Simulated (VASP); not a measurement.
# CoO (I4/mmm) in VASP: single point with PBE+U

Aim: the single point of CoO with PBE+U.

Everything below comes from runs of VASP 6.6.1. Logs are shortened: lines on timing, memory, paths and dates and some standing lists are left out, and cuts for length are marked.

## Step 1: The cell of the first run

Symmetry: I4/mmm, No. 139, tetragonal system. Conventional cell: a = 3.016 Å, b = 3.016 Å, c = 4.214 Å, α = 90.00°, β = 90.00°, γ = 90.00°. Co (site symmetry 4/mmm) has 6 O at 2.11 to 2.13 Å within 2.8 Å. O (site symmetry 4/mmm) has 6 Co at 2.11 to 2.13 Å within 2.8 Å.

## Step 2: Single point, PBE+U, collinear spin, ferromagnetic start

Input file INCAR:

```
SYSTEM = CoO
PREC = Accurate
ENCUT = 520
EDIFF = 1E-7
ISMEAR = -1
SIGMA = 0.05
LREAL = .False.
LASPH = .True.
NELM = 150
ALGO = Normal
ISIF = 2
LWAVE = .False.
LCHARG = .True.
ISPIN = 2
MAGMOM = 3 3 0 0
LORBIT = 11
LMAXMIX = 4
LDAU = .True.
LDAUTYPE = 2
LDAUL = 2 -1
LDAUU = 3.3 0
LDAUJ = 0 0
LDAUPRINT = 1
GGA = PE
LELF = .True.
LVHAR = .True.
NBANDS = 27
```

Input file KPOINTS:

```
regular mesh
0
Gamma
  5 10 10
  0 0 0
```

Input file POSCAR:

```
CoO
1.0
   -3.0160000000      3.0160000000      4.2144950800
    1.5080000000     -1.5080000000      2.1072475400
    1.5080000000      1.5080000000     -2.1072475400
Co O
2 2
Direct
    0.0000000000      0.0000000000      0.0000000000
    0.5000000000      0.0000000000      0.0000000000
    0.2500000000      0.5000000000      0.0000000000
    0.7500000000      0.5000000000      0.0000000000
```

Potentials or basis: VASP PAW PBE potentials, release 64 (Co, O).

Command:

```
> cat potpaw_PBE.64/Co/POTCAR potpaw_PBE.64/O/POTCAR > POTCAR
> mpirun -np 1 vasp_std > vasp.out
```

OUTCAR:

```text
SYSTEM = CoO
   PREC = Accurate
   ENCUT = 520
   EDIFF = 1E-7
   ISMEAR = -1
   LREAL = .False.
   LASPH = .True.
   NELM = 150
   ISIF = 2
   ISPIN = 2
   LORBIT = 11
   GGA = PE

 ion  position               nearest neighbor table
   1  0.000  0.000  0.000-   3 2.11   4 2.11   4 2.13   3 2.13   3 2.13   4 2.13   2 3.00   2 3.00
                             2 3.00   2 3.00   2 3.02   2 3.02
   2  0.500  0.000  0.000-   4 2.11   3 2.11   4 2.13   3 2.13   4 2.13   3 2.13   1 3.00   1 3.00
                             1 3.00   1 3.00   1 3.02   1 3.02
   3  0.250  0.500  0.000-   2 2.11   1 2.11   2 2.13   1 2.13   2 2.13   1 2.13
   4  0.750  0.500  0.000-   1 2.11   2 2.11   2 2.13   1 2.13   1 2.13   2 2.13

  LATTYP: Found a base centered monoclinic cell.
 ALAT       =     5.1824921398
 B/A-ratio  =     0.5819593969
 C/A-ratio  =     1.0000000000
 COS(beta)  =    -0.3226465208

  Lattice vectors:

 A1 = (   1.5080000000,   1.5080000000,  -2.1072475400)
 A2 = (  -1.5080000000,   1.5080000000,  -2.1072475400)
 A3 = (  -0.0000000000,   3.0160000000,   4.2144950800)

Analysis of symmetry for initial positions (statically):
=====================================================================
 Subroutine PRICEL returns following result:

  LATTYP: Found a body centered tetragonal cell.
 ALAT       =     3.0160000000
 C/A-ratio  =     1.3973790053
[... 12 lines left out ...]
 Subroutine GETGRP returns: Found  4 space group operations
 (whereof  4 operations were pure point group operations)
 out of a pool of  4 trial point group operations.

The static configuration has the point symmetry C_2h.

Analysis of symmetry for dynamics (positions and initial velocities):
=====================================================================
 Subroutine PRICEL returns following result:

  LATTYP: Found a body centered tetragonal cell.
 ALAT       =     3.0160000000
 C/A-ratio  =     1.3973790053
[... 12 lines left out ...]
 Subroutine GETGRP returns: Found  4 space group operations
 (whereof  4 operations were pure point group operations)
 out of a pool of  4 trial point group operations.

The dynamic configuration has the point symmetry C_2h.

Analysis of structural, dynamic, and magnetic symmetry:
[... 240 lines left out ...]
  o =  0.4936  v =  0.0000  0.0000  0.0000  0.0000  0.0000  0.0002  0.0000  0.0000  1.0000 -0.0000      0.0000  0.0000  0.0000  0.0000  0.0000  0.0000  0.0000  0.0000  0.0000  0.0000
  o =  0.4936  v =  0.0000  0.0000  0.0000  0.0000  0.0000 -0.0000  1.0000  0.0002 -0.0000 -0.0005      0.0000  0.0000  0.0000  0.0000  0.0000  0.0000  0.0000  0.0000  0.0000  0.0000
  o =  0.9584  v =  0.0000  0.0000  0.0000  0.0000  0.0000 -0.0000  0.0005  0.0003 -0.0000  1.0000      0.0000  0.0000  0.0000  0.0000  0.0000  0.0000  0.0000  0.0000  0.0000  0.0000
  o =  0.9666  v =  0.0000  0.0014  0.0000 -0.0000 -1.0000  0.0000  0.0000  0.0000  0.0000  0.0000      0.0000  0.0000  0.0000  0.0000  0.0000  0.0000  0.0000  0.0000  0.0000  0.0000
  o =  0.9695  v =  0.0000 -1.0000  0.0000 -0.0000 -0.0014  0.0000  0.0000  0.0000  0.0000  0.0000      0.0000  0.0000  0.0000  0.0000  0.0000  0.0000  0.0000  0.0000  0.0000  0.0000
  o =  0.9695  v =  0.0001  0.0000 -0.0000 -1.0000  0.0000  0.0000  0.0000  0.0000  0.0000  0.0000      0.0000  0.0000  0.0000  0.0000  0.0000  0.0000  0.0000  0.0000  0.0000  0.0000
  o =  1.0112  v =  1.0000 -0.0000  0.0000  0.0001  0.0000  0.0000  0.0000  0.0000  0.0000  0.0000      0.0000  0.0000  0.0000  0.0000  0.0000  0.0000  0.0000  0.0000  0.0000  0.0000
  o =  1.0150  v =  0.0000 -0.0000 -1.0000  0.0000 -0.0000  0.0000  0.0000  0.0000  0.0000  0.0000      0.0000  0.0000  0.0000  0.0000  0.0000  0.0000  0.0000  0.0000  0.0000  0.0000

 number of electron      30.0000011 magnetization       6.0000502

 Free energy of the ion-electron system (eV)
  ---------------------------------------------------
  ext. energy  EPLUGINS =         0.00000000
  ---------------------------------------------------
  free energy    TOTEN  =       -23.01466382 eV

  energy without entropy =      -22.98003733  energy(sigma->0) =      -22.99735058

 E-fermi :   7.8496     XC(G=0): -12.4321

 val. band max:        7.8478432153   @ k =  -0.4000   0.5000   0.4000
 cond. band min:       7.8560998349   @ k =   0.2000  -0.4000   0.2000
 fundamental gap:      0.0082566196
 Fermi energy:         7.8496071641

 spin component 1

 k-point     1 :       0.0000    0.0000    0.0000
  band No.  band energies     occupation
      1     -12.0334      1.00000
      2     -10.7458      1.00000
      3      -0.3949      1.00000
      4       0.8094      1.00000
      5       1.0779      1.00000
      6       2.5989      1.00000
[... 1433 lines left out ...]
     26      24.5291      0.00000
     27      24.6648      0.00000

 [... further k-points ...]
[... 5 lines left out ...]
  --------------------------------------------------------------------------------------
  -------------------------------------------------------------------------------------
  Total        0.7476639      0.7451053     -1.1441304      0.0000000      0.0003055      0.0000000
  in kB       31.2470313     31.1401019    -47.8165094      0.0000000      0.0127688      0.0000000
  external PRESSURE =       4.8568746 kB  Pullay stress =       0.0000000 kB

 VOLUME and BASIS-vectors are now :
 -----------------------------------------------------------------------------
  energy-cutoff  :      520.00
  volume of cell :       38.34
      direct lattice vectors                 reciprocal lattice vectors
    -3.016000000  3.016000000  4.214495080     0.000000000  0.165782493  0.118638174
     1.508000000 -1.508000000  2.107247540     0.331564987  0.000000000  0.237276348
     1.508000000  1.508000000 -2.107247540     0.331564987  0.331564987  0.000000000

 POSITION                                       TOTAL-FORCE (eV/Angst)
 -----------------------------------------------------------------------------------
      0.00000      0.00000      0.00000         0.000000     -0.000000      0.000000
     -1.50800      1.50800      2.10725        -0.000000      0.000000      0.000000
      0.00000      0.00000      2.10725         0.000000     -0.000000     -0.000000
     -1.50800      1.50800      4.21450        -0.000000      0.000000     -0.000000
 -----------------------------------------------------------------------------------
    total drift:                                0.000000      0.000000     -0.000000

  FREE ENERGIE OF THE ION-ELECTRON SYSTEM (eV)
  ---------------------------------------------------
  free  energy   TOTEN  =       -23.0146638189 eV

  energy  without entropy=      -22.9800373313  energy(sigma->0) =      -22.99735058

 total charge

# of ion       s       p       d       tot
------------------------------------------
    1        0.302   0.371   7.133   7.806
    2        0.302   0.371   7.133   7.806
    3        1.552   3.457   0.000   5.009
    4        1.552   3.457   0.000   5.009
--------------------------------------------------
tot          3.708   7.655  14.266  25.629

 magnetization (x)

# of ion       s       p       d       tot
------------------------------------------
    1        0.020   0.018   2.705   2.743
    2        0.020   0.018   2.705   2.743
    3        0.024   0.219   0.000   0.243
    4        0.024   0.219   0.000   0.243
--------------------------------------------------
tot          0.088   0.474   5.410   5.972
```

OSZICAR:

```text
N       E                     dE             d eps       ncg     rms          rms(c)
DAV:   1     0.250446075579E+03    0.25045E+03   -0.13924E+04 15484   0.139E+03
DAV:   2    -0.532819597597E+00   -0.25098E+03   -0.22414E+03 15751   0.319E+02
DAV:   3    -0.262759818283E+02   -0.25743E+02   -0.24927E+02 16937   0.115E+02
[... 12 lines left out ...]
DAV:  16    -0.230146529104E+02   -0.19024E-03   -0.47634E-04 20574   0.197E-01    0.404E-02
DAV:  17    -0.230146643422E+02   -0.11432E-04   -0.53024E-05 18855   0.943E-02    0.183E-02
DAV:  18    -0.230146635115E+02    0.83073E-06   -0.16140E-05 21214   0.551E-02    0.133E-02
DAV:  19    -0.230146638403E+02   -0.32880E-06   -0.54931E-06 16658   0.311E-02    0.522E-03
DAV:  20    -0.230146638189E+02    0.21419E-07   -0.58380E-07 18290   0.125E-02
   1 F= -.23014664E+02 E0= -.22997351E+02  d E =-.346265E-01  mag=     6.0000
```

stdout:

```text
POSCAR found type information on POSCAR CoO
 POSCAR found :  2 types and       4 ions
 scaLAPACK will be used
 LDA part: xc-table for (Slater+PW92), standard interpolation
 -----------------------------------------------------------------------------
|                                                                             |
|           W    W    AA    RRRRR   N    N  II  N    N   GGGG   !!!           |
|           W    W   A  A   R    R  NN   N  II  NN   N  G    G  !!!           |
|           W    W  A    A  R    R  N N  N  II  N N  N  G       !!!           |
|           W WW W  AAAAAA  RRRRR   N  N N  II  N  N N  G  GGG   !            |
|           WW  WW  A    A  R   R   N   NN  II  N   NN  G    G                |
|           W    W  A    A  R    R  N    N  II  N    N   GGGG   !!!           |
|                                                                             |
|     Your reciprocal lattice and k-lattice belong to different lattice       |
|     classes:                                                                |
|                                                                             |
|        The reciprocal lattice is base-centered monoclinic,                  |
|        whereas your k-lattice is body-centered tetragonal.                  |
|                                                                             |
|     Results are often still useful ...                                      |
|                                                                             |
 -----------------------------------------------------------------------------

 POSCAR, INCAR and KPOINTS ok, starting setup
 FFT: planning ... GRIDC
 FFT: planning ... GRID_SOFT
 FFT: planning ... GRID
 WAVECAR not read
 entering main loop
```

It took 10 min on 1 thread of Intel Xeon 8259CL, shared host; peak memory 0.34 GiB.

What came out:

* Free energy: -23.0147 eV
* Pressure: 0.5 GPa
* Band gap on the k mesh: zero (filled and empty bands overlap)
* Net moment: 6.00 μB per cell
* Site moments: Co +2.74; O +0.24 μB
* Valence electrons inside the program's atomic spheres: Co 7.81; O 5.01

Stress tensor (GPa, compression positive):
```
 3.12  0.00  0.00
 0.00  3.11  0.00
 0.00  0.00 -4.78
```

Eigenvalues of the final occupation matrices:
```csv
site,spin,trace,eigenvalues
site 1 d,1,4.93,0.97 0.97 0.97 1.01 1.01
site 1 d,2,2.23,0.13 0.15 0.49 0.49 0.96
site 2 d,1,4.93,0.97 0.97 0.97 1.01 1.01
site 2 d,2,2.23,0.13 0.15 0.49 0.49 0.96
```

Caveat: the stress differs along the axes, from -5 to 3 GPa. The state reached can hang on the start; a lower one may exist.
